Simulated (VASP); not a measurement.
Input of a VASP 6.6.1 run:

The input INCAR:

```
SYSTEM = Li2Se
PREC = Accurate
ENCUT = 750
EDIFF = 1E-6
ISMEAR = 0
SIGMA = 0.05
LREAL = .False.
LASPH = .True.
NELM = 120
ALGO = Normal
ISIF = 2
LWAVE = .False.
LCHARG = .False.
GGA = PE
IVDW = 12
NBANDS = 13
GGA_COMPAT = .False.
```

KPOINTS

```
regular mesh
0
Gamma
  8 8 8
  0 0 0
```

The input POSCAR:

```
Li2Se
1.0
    0.0000000000      2.8981033811      2.8981033811
    2.8981033811      0.0000000000      2.8981033811
    2.8981033811      2.8981033811      0.0000000000
Li Se
2 1
Direct
    0.2500000000      0.2500000000      0.2500000000
    0.7500000000      0.7500000000      0.7500000000
    0.0000000000      0.0000000000      0.0000000000
```

Potentials or basis: VASP PAW PBE potentials, release 64 (Li_sv, Se).

Command:

```bash
$ cat potpaw_PBE.64/Li_sv/POTCAR potpaw_PBE.64/Se/POTCAR > POTCAR
$ mpirun -np 1 vasp_std > vasp.out
```

Q: Estimate the pressure.

A: 1.2 GPa.

Q: What does it give for the dispersion energy per atom?

A: -0.293 eV.

Q: Estimate the band gap on the k mesh.

A: 2.87 eV, indirect (least direct gap 3.85 eV).

Caveat: three body term missing. A k mesh can miss the band edges.
